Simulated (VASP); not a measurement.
# P (P4/mmm) in VASP: further runs

Runs on P. Level: r2SCAN. Tasks: single point.

All numbers are computed with VASP 6.6.1; they aren't measurements. Logs are shortened: lines on timing, memory, paths and dates and some standing lists are left out, and cuts for length are marked.

### 1 The cell of the first run

It takes space group P4/mmm (No. 123, tetragonal). The conventional cell has a = 4.393 Å, b = 4.393 Å, c = 4.141 Å, α = 90.00°, β = 90.00°, γ = 90.00°. Within 5.4 Å of P (site symmetry 4/mmm) lie 6 P at 4.14 to 4.39 Å.

### 2 Single point, r2SCAN

POSCAR

```
P
1.0
    4.3933312230      0.0000000000      0.0000000000
    0.0000000000      4.3933312230      0.0000000000
    0.0000000000      0.0000000000      4.1412772709
P
1
Direct
    0.0000000000      0.0000000000      0.0000000000
```

INCAR.step1

```
PREC = Accurate
ENCUT = 520
ISMEAR = 0
SIGMA = 0.15
LREAL = F
LASPH = T
NELM = 100
NBANDS = 8
GGA = PE
ALGO = Normal
EDIFF = 1E-4
LWAVE = T
LCHARG = F
```

INCAR.step2

```
PREC = Accurate
ENCUT = 520
EDIFF = 1E-6
ISMEAR = 0
SIGMA = 0.15
LREAL = F
LASPH = T
NELM = 100
ALGO = Normal
ISIF = 2
LWAVE = F
LCHARG = F
METAGGA = R2SCAN
LMIXTAU = T
NBANDS = 8
ISTART = 1
```

KPOINTS

```
Automatic mesh
0
Gamma
  12 12 12
```

Potentials or basis: VASP PAW PBE potentials, release 64 (P).

Launch:

```
$ cat potpaw_PBE.64/P/POTCAR > POTCAR
$ cp INCAR.step1 INCAR
$ mpirun -np 1 vasp_std > vasp.out
$ cp INCAR.step2 INCAR
$ mpirun -np 1 vasp_std > vasp.out
```

OUTCAR:

```text
PREC = Accurate
   ENCUT = 520
   EDIFF = 1E-6
   ISMEAR = 0
   LREAL = F
   LASPH = T
   NELM = 100
   ISIF = 2
   METAGGA = R2SCAN
   ISTART = 1

 ion  position               nearest neighbor table
   1  0.000  0.000  0.000-

  LATTYP: Found a simple tetragonal cell.
 ALAT       =     4.3933312230
 C/A-ratio  =     0.9426280562

  Lattice vectors:

 A1 = (   4.3933312230,   0.0000000000,   0.0000000000)
 A2 = (   0.0000000000,   4.3933312230,   0.0000000000)
 A3 = (   0.0000000000,   0.0000000000,   4.1412772709)

Analysis of symmetry for initial positions (statically):
=====================================================================
 Subroutine PRICEL returns:
 Original cell was already a primitive cell.

 Routine SETGRP: Setting up the symmetry group for a
 simple tetragonal supercell.

 Subroutine GETGRP returns: Found 16 space group operations
 (whereof 16 operations were pure point group operations)
 out of a pool of 16 trial point group operations.

The static configuration has the point symmetry D_4h.

Analysis of symmetry for dynamics (positions and initial velocities):
=====================================================================
 Subroutine PRICEL returns:
 Original cell was already a primitive cell.

 Routine SETGRP: Setting up the symmetry group for a
 simple tetragonal supercell.

 Subroutine GETGRP returns: Found 16 space group operations
 (whereof 16 operations were pure point group operations)
 out of a pool of 16 trial point group operations.

The dynamic configuration has the point symmetry D_4h.

 Subroutine INISYM returns: Found 16 space group operations
 (whereof 16 operations are pure point group operations),
 and found     1 'primitive' translations

----------------------------------------------------------------------------------------

                                     Primitive cell

  volume of cell :      79.9323

  direct lattice vectors                    reciprocal lattice vectors
     4.393331223  0.000000000  0.000000000     0.227617712  0.000000000  0.000000000
     0.000000000  4.393331223  0.000000000     0.000000000  0.227617712  0.000000000
     0.000000000  0.000000000  4.141277271     0.000000000  0.000000000  0.241471395

  length of vectors
     4.393331223  4.393331223  4.141277271     0.227617712  0.227617712  0.241471395

  position of ions in fractional coordinates (direct lattice)
     0.000000000  0.000000000  0.000000000

  ion indices of the primitive-cell ions
   primitive index   ion index
                 1           1

----------------------------------------------------------------------------------------

 KPOINTS: Automatic mesh

Automatic generation of k-mesh.
 Grid dimensions read from file:
 generate k-points for:   12   12   12

 Generating k-lattice:

  Cartesian coordinates                     Fractional coordinates (reciprocal lattice)
     0.018968143  0.000000000  0.000000000     0.083333333  0.000000000  0.000000000
     0.000000000  0.018968143  0.000000000     0.000000000  0.083333333  0.000000000
     0.000000000  0.000000000  0.020122616     0.000000000  0.000000000  0.083333333

  Length of vectors
     0.018968143  0.018968143  0.020122616

  Shift w.r.t. Gamma in fractional coordinates (k-lattice)
     0.000000000  0.000000000  0.000000000

 Subroutine IBZKPT returns following result:
 ===========================================

 Found    196 irreducible k-points:

 Following reciprocal coordinates:
            Coordinates               Weight
  0.000000  0.000000  0.000000      1.000000
  0.083333  0.000000  0.000000      4.000000
  0.166667  0.000000  0.000000      4.000000
  0.250000  0.000000  0.000000      4.000000
  0.333333  0.000000  0.000000      4.000000
  0.416667  0.000000  0.000000      4.000000
[... 16 lines left out ...]
  0.333333  0.333333  0.000000      4.000000
  0.416667  0.333333  0.000000      8.000000
 [... further k-points ...]
   k-points           NKPTS =    196   k-points in BZ     NKDIM =    196   number of bands    NBANDS=      8
   number of dos      NEDOS =    301   number of ions     NIONS =      1
   total plane-waves  NPLWV =  41472
   dimension x,y,z NGX =    36 NGY =   36 NGZ =   32
   dimension x,y,z NGXF=    72 NGYF=   72 NGZF=   64
   ions per type =               1
   NGX,Y,Z   is equivalent  to a cutoff of  13.62, 13.62, 12.85 a.u.
   NGXF,Y,Z  is equivalent  to a cutoff of  27.25, 27.25, 25.69 a.u.
 SYSTEM =  unknown system
   PREC   = accura    normal or accurate (medium, high low for compatibility)
   ISTART =      1    job   : 0-new  1-cont  2-samecut
   ICHARG =      0    charge: 1-file 2-atom 10-const
   ISPIN  =      1    spin polarized calculation?
   LNONCOLLINEAR =      F non collinear calculations
   LSORBIT =      F    spin-orbit coupling
   LASPH  =      T    aspherical Exc in radial PAW
   ENCUT  =  520.0 eV  38.22 Ry    6.18 a.u.   8.17  8.17  7.70*2*pi/ulx,y,z
   NELM   =    100;   NELMIN=  2; NELMDL=  0     # of ELM steps
   EDIFF  = 0.1E-05   stopping-criterion for ELM
   LREAL  =      F    real-space projection
   EDIFFG = 0.1E-04   stopping-criterion for IOM
   NSW    =      0    number of steps for IOM
   IBRION =     -1    ionic relax: 0-MD 1-quasi-New 2-CG
   NFREE  =      0    steps in history (QN), initial steepest desc. (CG)
   ISIF   =      2    stress and relaxation
   ISYM   =      2    0-nonsym 1-usesym 2-fastsym
   POTIM  = 0.5000    time-step for ionic-motion
   TEBEG  =    0.0;   TEEND  =   0.0 temperature during run
   PSTRESS=    0.0 pullay stress
   NELECT =       5.0000    total number of electrons
   NUPDOWN=      -1.0000    fix difference up-down
   EMIN   =  10.00;   EMAX   =-10.00  energy-range for DOS
   EFERMI =   0.00;   METHOD = LEGACY
   ISMEAR =     0;   SIGMA  =   0.15  broadening in eV -4-tet -1-fermi 0-gaus
   EFERMI_NEDOS =   21; number of points for ismear=-14 and -15
   IALGO  =     38    algorithm
   IMIX   =      4    mixing-type and parameters
     AMIX     =   0.40;   BMIX     =  1.00
     AMIX_MAG =   1.60;   BMIX_MAG =  1.00
  volume/ion in A,a.u.               =      79.93       539.41
  Fermi-wavevector in a.u.,A,eV,Ry     =   0.649866  1.228069  5.746099  0.422326
  Thomas-Fermi vector in A             =   1.718961
   LORBIT       =      0    0 simple, 1 ext, 2 COOP (PROOUT), +10 PAW based schemes
   METAGGA = R2SCAN    functional components
   LHFCALC =     F    Hartree Fock is set to
   AEXX    =    0.0000 exact exchange contribution
   IVDW    =     0    specifies the selected vdW correction
   LEPSILON=     F    determine dielectric tensor
   LRPA    =     F    only Hartree local field effects (RPA)
 non-spin polarized calculation
 Gauss-broadening in eV      SIGMA  =   0.15
  energy-cutoff  :      520.00
  volume of cell :       79.93
 maximum number of plane-waves:      2184
 NGX is ok and might be reduce to    36

 number of electron       5.0000002 magnetization

 Free energy of the ion-electron system (eV)
  ---------------------------------------------------
  ext. energy  EPLUGINS =         0.00000000
  ---------------------------------------------------
  free energy    TOTEN  =        -4.33545769 eV

  energy without entropy =       -4.29771220  energy(sigma->0) =       -4.31658494

 E-fermi :  -3.2308     XC(G=0):  -5.1933

 val. band max:       -3.2310863657   @ k =   0.4167   0.0833   0.2500
 cond. band min:      -3.2280188673   @ k =   0.3333   0.2500   0.2500
 fundamental gap:      0.0030674984
 Fermi energy:        -3.2308351573

 k-point     1 :       0.0000    0.0000    0.0000
  band No.  band energies     occupation
      1     -12.4278      2.00000
      2      -2.7888      0.00003
      3      -2.7888      0.00003
      4      -2.4883      0.00000
      5       1.8023      0.00000
      6       4.7479      0.00000
      7       4.9867      0.00000
      8       9.3456      0.00000

 k-point     2 :       0.0833    0.0000    0.0000
  band No.  band energies     occupation
      1     -12.4183      2.00000
      2      -2.8960      0.00159
      3      -2.7803      0.00002
      4      -2.4807      0.00000
      5       1.9199      0.00000
      6       4.8322      0.00000
      7       5.0341      0.00000
      8       8.8859      0.00000

 k-point     3 :       0.1667    0.0000    0.0000
  band No.  band energies     occupation
      1     -12.3922      2.00000
      2      -3.1647      0.53291
      3      -2.7570      0.00001
      4      -2.4598      0.00000
      5       2.2244      0.00000
      6       5.0155      0.00000
      7       5.1860      0.00000
      8       8.2378      0.00000

 k-point     4 :       0.2500    0.0000    0.0000
  band No.  band energies     occupation
      1     -12.3558      2.00000
      2      -3.4893      1.98519
      3      -2.7245      0.00000
      4      -2.4309      0.00000
      5       2.6311      0.00000
      6       5.1945      0.00000
      7       5.3362      0.00000
      8       7.6706      0.00000

 k-point     5 :       0.3333    0.0000    0.0000
  band No.  band energies     occupation
      1     -12.3185      2.00000
      2      -3.7792      2.00000
      3      -2.6914      0.00000
      4      -2.4015      0.00000
      5       3.0864      0.00000
      6       5.1808      0.00000
      7       5.4059      0.00000
      8       7.2378      0.00000
[... 177 lines left out ...]
 k-point    22 :       0.5000    0.2500    0.0000
  band No.  band energies     occupation
      1     -12.2130      2.00000
      2      -3.9173      2.00000
      3      -3.2717      1.29978
      4      -2.3197      0.00000
      5       3.6131      0.00000
      6       4.8004      0.00000
      7       6.3463      0.00000
      8       6.8301      0.00000

 k-point    23 :       0.3333    0.3333    0.0000
  band No.  band energies     occupation
      1     -12.2145      2.00000
      2      -3.6332      1.99985
      3      -3.5663      1.99844
      4      -2.3209      0.00000
      5       3.4074      0.00000
      6       4.9995      0.00000
      7       6.5705      0.00000
      8       6.8200      0.00000

 k-point    24 :       0.4167    0.3333    0.0000
  band No.  band energies     occupation
      1     -12.1880      2.00000
      2      -3.7860      2.00000
      3      -3.5512      1.99748
      4      -2.3007      0.00000
      5       3.2830      0.00000
      6       5.1364      0.00000
      7       6.7148      0.00000
      8       6.9197      0.00000

 [... further k-points ...]

------------------------ aborting loop because EDIFF is reached ----------------------------------------

  FORCE on cell =-STRESS in cart. coord.  units (eV):
  Direction    XX          YY          ZZ          XY          YZ          ZX
  --------------------------------------------------------------------------------------
  -------------------------------------------------------------------------------------
  Total       -1.8224329     -1.8224329     -2.3139310      0.0000000      0.0000000      0.0000000
  in kB      -36.5291801    -36.5291801    -46.3808582      0.0000000      0.0000000      0.0000000
  external PRESSURE =     -39.8130728 kB  Pullay stress =       0.0000000 kB

 VOLUME and BASIS-vectors are now :
 -----------------------------------------------------------------------------
  energy-cutoff  :      520.00
  volume of cell :       79.93
      direct lattice vectors                 reciprocal lattice vectors
     4.393331223  0.000000000  0.000000000     0.227617712  0.000000000  0.000000000
     0.000000000  4.393331223  0.000000000     0.000000000  0.227617712  0.000000000
     0.000000000  0.000000000  4.141277271     0.000000000  0.000000000  0.241471395

 POSITION                                       TOTAL-FORCE (eV/Angst)
 -----------------------------------------------------------------------------------
      0.00000      0.00000      0.00000         0.000000      0.000000      0.000000
 -----------------------------------------------------------------------------------
    total drift:                                0.000000      0.000000     -0.000000

  FREE ENERGIE OF THE ION-ELECTRON SYSTEM (eV)
  ---------------------------------------------------
  free  energy   TOTEN  =        -4.3354576919 eV

  energy  without entropy=       -4.2977121966  energy(sigma->0) =       -4.31658494
```

It took 2.1 min on 1 thread of Intel Xeon 6975P-C (Granite Rapids), shared host; peak memory 0.26 GiB.

Results:

| Property | Result |
| --- | --- |
| Free energy | -4.3355 eV |
| Pressure | -4.0 GPa |
| Band gap on the k mesh | zero (an odd number of electrons rules out a gap without spin polarisation) |

Stress tensor (GPa, compression positive):
```
-3.65  0.00  0.00
 0.00 -3.65  0.00
 0.00  0.00 -4.64
```

Caveat: the cell stands under tension; the PAW data sets were made with another functional, which shifts forces and pressure a little.

### 3 Single point, r2SCAN

This run uses another cell than the first one, of the same volume but with other edges.

POSCAR

```
P
1.0
    4.1392881578      0.0000000000      0.0000000000
    0.0000000000      4.1392881578      0.0000000000
    0.0000000000      0.0000000000      4.6652065926
P
1
Direct
    0.0000000000      0.0000000000      0.0000000000
```

INCAR.step1

```
SYSTEM = P
PREC     = Accurate       ! precision mode
ENCUT    = 520            ! plane-wave cutoff, eV
ISMEAR   = 0              ! smearing method
SIGMA    = 0.15           ! smearing width, eV
LREAL    = .FALSE.        ! projectors in reciprocal space
LASPH    = .TRUE.         ! aspherical terms in the spheres
NELM     = 80             ! most SCF steps
NBANDS   = 8              ! bands
GGA      = PE             ! functional
ALGO     = Normal         ! electronic algorithm
EDIFF    = 1E-4           ! SCF threshold, eV
LWAVE    = .TRUE.         ! write WAVECAR
LCHARG   = .FALSE.        ! write CHGCAR
```

INCAR.step2

```
SYSTEM = P
PREC     = Accurate       ! precision mode
ENCUT    = 520            ! plane-wave cutoff, eV
EDIFF    = 1E-6           ! SCF threshold, eV
ISMEAR   = 0              ! smearing method
SIGMA    = 0.15           ! smearing width, eV
LREAL    = .FALSE.        ! projectors in reciprocal space
LASPH    = .TRUE.         ! aspherical terms in the spheres
NELM     = 80             ! most SCF steps
ALGO     = Normal         ! electronic algorithm
ISIF     = 2              ! what is computed and relaxed
LWAVE    = .FALSE.        ! write WAVECAR
LCHARG   = .FALSE.        ! write CHGCAR
METAGGA  = R2SCAN         ! meta-GGA
LMIXTAU  = .TRUE.       
NBANDS   = 8              ! bands
ISTART   = 1
```

KPOINTS

```
regular mesh
0
G
  12 12 12
  0 0 0
```

Potentials or basis: VASP PAW PBE potentials, release 64 (P).

Launch:

```
$ cat potpaw_PBE.64/P/POTCAR > POTCAR
$ cp INCAR.step1 INCAR
$ mpirun -np 1 vasp_std > vasp.out
$ cp INCAR.step2 INCAR
$ mpirun -np 1 vasp_std > vasp.out
```

Run time: 1.9 min. Hardware: 1 thread of Intel Xeon 6975P-C (Granite Rapids), shared host; peak memory 0.25 GiB.

It converged, with:

```
Free energy            : -4.3663 eV
Pressure               : -4.0 GPa
Band gap on the k mesh : zero (an odd number of electrons rules out a gap without spin polarisation)
```

Stress tensor (GPa, compression positive):
```
-4.69  0.00  0.00
 0.00 -4.69  0.00
 0.00  0.00 -2.62
```

Levels at points of the mesh, in eV from the Fermi level:
```tsv
k point	band 1	band 2	band 3	band 4	band 5	band 6	band 7	band 8
(0.00, 0.00, 0.00)	-9.22	0.19	0.73	0.73	5.02	7.92	8.30	12.66
(0.50, 0.00, 0.00)	-8.98	-0.95	0.42	0.92	7.15	7.92	8.96	9.46
(0.50, 0.50, 0.00)	-8.75	-0.59	-0.59	0.61	6.25	8.92	10.35	10.35
(0.00, 0.00, 0.50)	-9.13	-0.73	0.80	0.80	7.06	7.54	8.76	10.83
(0.50, 0.00, 0.50)	-8.90	-0.78	-0.35	0.98	6.12	8.89	10.03	10.48
(0.50, 0.50, 0.50)	-8.68	-0.46	-0.46	-0.05	7.14	7.58	7.58	9.34
```

Caveat: the cell stands under tension; the PAW data sets were made with another functional, which shifts forces and pressure a little.

### 4 Single point, r2SCAN

This run uses another cell than the first one, of the same volume but with other edges.

POSCAR

```
P
1.0
    4.2039749835      0.0000000000      0.0000000000
    0.0000000000      4.2039749835      0.0000000000
    0.0000000000      0.0000000000      4.5227434841
P
1
Direct
    0.0000000000      0.0000000000      0.0000000000
```

INCAR.step1

```
PREC = Accurate
ENCUT = 520
ISMEAR = 0
SIGMA = 0.15
LREAL = False
LASPH = True
NELM = 80
NBANDS = 8
GGA = PE
ALGO = Normal
EDIFF = 1E-4
LWAVE = True
LCHARG = False
```

INCAR.step2

```
PREC = Accurate
ENCUT = 520
EDIFF = 1E-6
ISMEAR = 0
SIGMA = 0.15
LREAL = False
LASPH = True
NELM = 80
ALGO = Normal
ISIF = 2
LWAVE = False
LCHARG = False
METAGGA = R2SCAN
LMIXTAU = True
NBANDS = 8
ISTART = 1
```

KPOINTS

```
Automatic mesh
0
Gamma
  12 12 12
```

Launch:

```
$ cat potpaw_PBE.64/P/POTCAR > POTCAR
$ cp INCAR.step1 INCAR
$ mpirun -np 1 vasp_std > vasp.out
$ cp INCAR.step2 INCAR
$ mpirun -np 1 vasp_std > vasp.out
```

It took 1.9 min on 1 thread of Intel Xeon 6975P-C (Granite Rapids), shared host; peak memory 0.26 GiB.

The run converged. Its results:

```
Free energy            : -4.3407 eV
Pressure               : -4.0 GPa
Band gap on the k mesh : zero (an odd number of electrons rules out a gap without spin polarisation)
```

Stress tensor (GPa, compression positive):
```
-4.40  0.00  0.00
 0.00 -4.40  0.00
 0.00  0.00 -3.16
```

Levels at points of the mesh, in eV from the Fermi level:
```
           k point  band 1  band 2  band 3  band 4  band 5  band 6
(0.00, 0.00, 0.00)   -9.20    0.32    0.66    0.66    5.03    7.98
(0.50, 0.00, 0.00)   -8.99   -0.91    0.51    0.82    7.13    7.89
(0.50, 0.50, 0.00)   -8.79   -0.57   -0.57    0.68    6.22    8.87
(0.00, 0.00, 0.50)   -9.08   -0.76    0.75    0.75    7.07    7.66
(0.50, 0.00, 0.50)   -8.88   -0.69   -0.42    0.91    6.13    8.86
(0.50, 0.50, 0.50)   -8.70   -0.40   -0.40   -0.14    7.24    7.51
```

Caveat: the cell stands under tension; the PAW data sets were made with another functional, which shifts forces and pressure a little.

### 5 The runs side by side

```tsv
cell	gap on the mesh (eV)	pressure (GPa)
a = 4.393, b = 4.393, c = 4.141 Å, 1 atom	none	-4.0
a = 4.139, b = 4.139, c = 4.665 Å, 1 atom	none	-4.0
a = 4.204, b = 4.204, c = 4.523 Å, 1 atom	none	-4.0
```

Alike in all rows: task single point; level r2SCAN; potentials or basis VASP PAW PBE potentials, release 64 (P); no spin polarisation; k mesh 12 × 12 × 12; cutoff (eV) 520; smearing gaussian 0.15 eV.

Caveats: the cell stands under tension; the PAW data sets were made with another functional, which shifts forces and pressure a little.

Total energies depend on the potentials used, so only differences within one code and one set of settings carry meaning.
